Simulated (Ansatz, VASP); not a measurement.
## One calculation of PbF2, two programs

```xyz
3
Lattice="0.0074 2.9699 2.9699 2.9773 0.0000 2.9773 2.9699 2.9699 0.0074" Properties=species:S:1:pos:R:3 pbc="T T T"
Pb    0.0000    0.0000    0.0000
F     1.4886    1.4849    1.4886
F     4.4659    4.4548    4.4659
```

Change from the starting cell: strain +0.0050 x Voigt [0, 0, 0, 0, 1, 0], atoms carried along.

Alike in both runs: task single point; functional PBE; k mesh 8 × 8 × 8; occupations gaussian, width 0.05 eV; no spin polarisation.

```csv
,VASP,Ansatz
version,VASP 6.6.1,Ansatz 0.2.0
potentials or method,"VASP PAW PBE potentials, release 64 (Pb_d, F), cutoff 520 eV","scalar-relativistic, plane waves, PAW"
valence electrons in the cell,28,28
```

```tsv
	VASP	Ansatz	Ansatz less VASP
gap on the k mesh at the Fermi level (eV)	4.42	4.42	+0.003
least direct gap on the mesh (eV)	4.56	4.57	+0.002
pressure (GPa)	2.0	2.2	+0.20
traceless stress, the component that is largest in VASP (GPa)	-0.16	-0.16	+0.002
rms of the force components (eV/Å)	0.007	0.007	-0.0001
```

Atom by atom the forces differ by 0.000 eV/Å (rms over components).

Spin-orbit coupling is off throughout.
